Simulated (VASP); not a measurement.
# GaP (fl.b) (F-43m) in VASP: single point with LDA

Aim: the single point of GaP (fl.b) with LDA.

Everything below comes from runs of VASP 6.6.1. Logs are shortened: lines on timing, memory, paths and dates and some standing lists are left out, and cuts for length are marked.

### 1 The cell of the first run

The structure is cubic, space group F-43m (No. 216). The conventional cell has a = 5.440 Å, b = 5.440 Å, c = 5.440 Å, α = 90.00°, β = 90.00°, γ = 90.00°. Ga (site symmetry -43m) has 4 P at 2.36 Å within 3.1 Å. P (site symmetry -43m) has 4 Ga at 2.36 Å within 3.1 Å.

### 2 Single point, LDA

Input file INCAR:

```
SYSTEM = GaP
PREC = Accurate ; ENCUT = 500
EDIFF = 1E-6 ; ISMEAR = 0
SIGMA = 0.1 ; LREAL = .FALSE.
LASPH = .TRUE. ; NELM = 120
ALGO = Normal ; ISIF = 2
LWAVE = .FALSE. ; LCHARG = .TRUE.
GGA = CA ; LELF = .TRUE.
LVHAR = .TRUE. ; NBANDS = 16
GGA_COMPAT = .FALSE.
```

Input file KPOINTS:

```
Automatic mesh
0
G
  6 6 6
  0 0 0
```

Input file POSCAR:

```
GaP
1.0
    0.0000000000      2.7200000000      2.7200000000
    2.7200000000      0.0000000000      2.7200000000
    2.7200000000      2.7200000000      0.0000000000
Ga P
1 1
Direct
    0.0000000000      0.0000000000      0.0000000000
    0.2500000000      0.2500000000      0.2500000000
```

Potentials or basis: VASP PAW LDA potentials, release 64 (Ga_d, P).

Launch:

```bash
$ cat potpaw_LDA.64/Ga_d/POTCAR potpaw_LDA.64/P/POTCAR > POTCAR
$ mpirun -np 1 vasp_std > vasp.out
```

OUTCAR:

```text
SYSTEM = GaP
   PREC = Accurate
   ENCUT = 500
   EDIFF = 1E-6
   ISMEAR = 0
   LREAL = .FALSE.
   LASPH = .TRUE.
   NELM = 120
   ISIF = 2
   GGA = CA

 ion  position               nearest neighbor table
   1  0.000  0.000  0.000-   2 2.36   2 2.36   2 2.36   2 2.36
   2  0.250  0.250  0.250-   1 2.36   1 2.36   1 2.36   1 2.36

  LATTYP: Found a face centered cubic cell.
 ALAT       =     5.4400000000

  Lattice vectors:

 A1 = (   0.0000000000,   2.7200000000,   2.7200000000)
 A2 = (   2.7200000000,   0.0000000000,   2.7200000000)
 A3 = (   2.7200000000,   2.7200000000,   0.0000000000)

Analysis of symmetry for initial positions (statically):
=====================================================================
 Subroutine PRICEL returns:
 Original cell was already a primitive cell.

 Routine SETGRP: Setting up the symmetry group for a
 face centered cubic supercell.

 Subroutine GETGRP returns: Found 24 space group operations
 (whereof 24 operations were pure point group operations)
 out of a pool of 48 trial point group operations.

The static configuration has the point symmetry T_d .

Analysis of symmetry for dynamics (positions and initial velocities):
=====================================================================
 Subroutine PRICEL returns:
 Original cell was already a primitive cell.

 Routine SETGRP: Setting up the symmetry group for a
 face centered cubic supercell.

 Subroutine GETGRP returns: Found 24 space group operations
 (whereof 24 operations were pure point group operations)
 out of a pool of 48 trial point group operations.

The dynamic configuration has the point symmetry T_d .

 Subroutine INISYM returns: Found 24 space group operations
 (whereof 24 operations are pure point group operations),
 and found     1 'primitive' translations

----------------------------------------------------------------------------------------

                                     Primitive cell

  volume of cell :      40.2473

  direct lattice vectors                    reciprocal lattice vectors
     0.000000000  2.720000000  2.720000000    -0.183823529  0.183823529  0.183823529
     2.720000000  0.000000000  2.720000000     0.183823529 -0.183823529  0.183823529
     2.720000000  2.720000000  0.000000000     0.183823529  0.183823529 -0.183823529

  length of vectors
     3.846660890  3.846660890  3.846660890     0.318391693  0.318391693  0.318391693

[... 70 lines left out ...]
   NELM   =    120;   NELMIN=  2; NELMDL= -5     # of ELM steps
   EDIFF  = 0.1E-05   stopping-criterion for ELM
   LREAL  =      F    real-space projection
   EDIFFG = 0.1E-04   stopping-criterion for IOM
   NSW    =      0    number of steps for IOM
   IBRION =     -1    ionic relax: 0-MD 1-quasi-New 2-CG
   NFREE  =      0    steps in history (QN), initial steepest desc. (CG)
   ISIF   =      2    stress and relaxation
   ISYM   =      2    0-nonsym 1-usesym 2-fastsym
   POTIM  = 0.5000    time-step for ionic-motion
   TEBEG  =    0.0;   TEEND  =   0.0 temperature during run
   PSTRESS=    0.0 pullay stress
   NELECT =      18.0000    total number of electrons
   NUPDOWN=      -1.0000    fix difference up-down
   EMIN   =  10.00;   EMAX   =-10.00  energy-range for DOS
   EFERMI =   0.00;   METHOD = LEGACY
   ISMEAR =     0;   SIGMA  =   0.10  broadening in eV -4-tet -1-fermi 0-gaus
   EFERMI_NEDOS =   21; number of points for ismear=-14 and -15
   IALGO  =     38    algorithm
   IMIX   =      4    mixing-type and parameters
     AMIX     =   0.40;   BMIX     =  1.00
     AMIX_MAG =   1.60;   BMIX_MAG =  1.00
  volume/ion in A,a.u.               =      20.12       135.80
  Fermi-wavevector in a.u.,A,eV,Ry     =   1.251949  2.365841 21.325462  1.567377
  Thomas-Fermi vector in A             =   2.385873
   LORBIT       =      0    0 simple, 1 ext, 2 COOP (PROOUT), +10 PAW based schemes
   GGA     = CA    functional components
   LHFCALC =     F    Hartree Fock is set to
   AEXX    =    0.0000 exact exchange contribution
   IVDW    =     0    specifies the selected vdW correction
   LEPSILON=     F    determine dielectric tensor
   LRPA    =     F    only Hartree local field effects (RPA)
 non-spin polarized calculation
 Gauss-broadening in eV      SIGMA  =   0.10
  energy-cutoff  :      500.00
  volume of cell :       40.25
 maximum number of plane-waves:      1034
   NGX = 13   NGY = 13   NGZ = 13

 number of electron      18.0000015 magnetization

 Free energy of the ion-electron system (eV)
  ---------------------------------------------------
  ext. energy  EPLUGINS =         0.00000000
  ---------------------------------------------------
  free energy    TOTEN  =       -10.42827731 eV

  energy without entropy =      -10.42827731  energy(sigma->0) =      -10.42827731

 E-fermi :   5.0350     XC(G=0): -10.1882

 val. band max:        4.5718555257   @ k =   0.0000   0.0000   0.0000
 cond. band min:       6.0507940648   @ k =   0.5000   0.5000   0.0000
 fundamental gap:      1.4789385391
 Fermi energy:         5.0349703856

 k-point     1 :       0.0000    0.0000    0.0000
  band No.  band energies     occupation
      1     -10.1512      2.00000
      2     -10.1512      2.00000
      3     -10.1512      2.00000
      4     -10.0516      2.00000
      5     -10.0516      2.00000
      6      -7.9830      2.00000
[... 281 lines left out ...]
      3     -10.0909      2.00000
      4     -10.0726      2.00000
      5     -10.0383      2.00000
      6      -4.8784      2.00000
[... 8 lines left out ...]
     15      16.4538      0.00000
     16      18.1559      0.00000

------------------------ aborting loop because EDIFF is reached ----------------------------------------

  FORCE on cell =-STRESS in cart. coord.  units (eV):
  Direction    XX          YY          ZZ          XY          YZ          ZX
  --------------------------------------------------------------------------------------
  -------------------------------------------------------------------------------------
  Total       -0.5535524     -0.5535524     -0.5535524     -0.0000000      0.0000000     -0.0000000
  in kB      -22.0359917    -22.0359917    -22.0359917     -0.0000000      0.0000000     -0.0000000
  external PRESSURE =     -22.0359917 kB  Pullay stress =       0.0000000 kB

 VOLUME and BASIS-vectors are now :
 -----------------------------------------------------------------------------
  energy-cutoff  :      500.00
  volume of cell :       40.25
      direct lattice vectors                 reciprocal lattice vectors
     0.000000000  2.720000000  2.720000000    -0.183823529  0.183823529  0.183823529
     2.720000000  0.000000000  2.720000000     0.183823529 -0.183823529  0.183823529
     2.720000000  2.720000000  0.000000000     0.183823529  0.183823529 -0.183823529

 POSITION                                       TOTAL-FORCE (eV/Angst)
 -----------------------------------------------------------------------------------
      0.00000      0.00000      0.00000        -0.000000     -0.000000     -0.000000
      1.36000      1.36000      1.36000         0.000000      0.000000      0.000000
 -----------------------------------------------------------------------------------
    total drift:                                0.000001      0.000001      0.000001

  FREE ENERGIE OF THE ION-ELECTRON SYSTEM (eV)
  ---------------------------------------------------
  free  energy   TOTEN  =       -10.4282773144 eV

  energy  without entropy=      -10.4282773144  energy(sigma->0) =      -10.42827731
```

OSZICAR:

```text
N       E                     dE             d eps       ncg     rms          rms(c)
DAV:   1     0.811400599440E+02    0.81140E+02   -0.88350E+03   544   0.161E+03
DAV:   2    -0.430943854662E+01   -0.85449E+02   -0.81618E+02   592   0.316E+02
DAV:   3    -0.106479509691E+02   -0.63385E+01   -0.63200E+01   640   0.661E+01
DAV:   4    -0.107530478347E+02   -0.10510E+00   -0.10508E+00   656   0.927E+00
DAV:   5    -0.107550925797E+02   -0.20447E-02   -0.20447E-02   600   0.116E+00    0.435E+00
DAV:   6    -0.104816357596E+02    0.27346E+00   -0.36353E-01   816   0.103E+01    0.280E+00
DAV:   7    -0.104331157586E+02    0.48520E-01   -0.84810E-02   656   0.202E+00    0.104E+00
DAV:   8    -0.104283031127E+02    0.48126E-02   -0.11618E-02   624   0.118E+00    0.193E-01
DAV:   9    -0.104282699241E+02    0.33189E-04   -0.10024E-03   760   0.411E-01    0.628E-02
DAV:  10    -0.104282709978E+02   -0.10737E-05   -0.54310E-05   728   0.849E-02    0.271E-02
DAV:  11    -0.104282775626E+02   -0.65648E-05   -0.97333E-06   608   0.459E-02    0.800E-03
DAV:  12    -0.104282773144E+02    0.24823E-06   -0.51574E-07   440   0.798E-03
   1 F= -.10428277E+02 E0= -.10428277E+02  d E =-.379783E-12
```

It took 9.2 s on 1 thread of Intel Xeon 6975P-C, shared host; peak memory 0.14 GiB.

What came out:

```yaml
Free_energy: -10.4283 eV
Pressure: -2.2 GPa
Band_gap_on_the_k_mesh: 1.48 eV, indirect (least direct gap 1.68 eV)
```

A k mesh can miss the band edges. A hybrid or GW would open this gap; LDA tends to underestimate it.
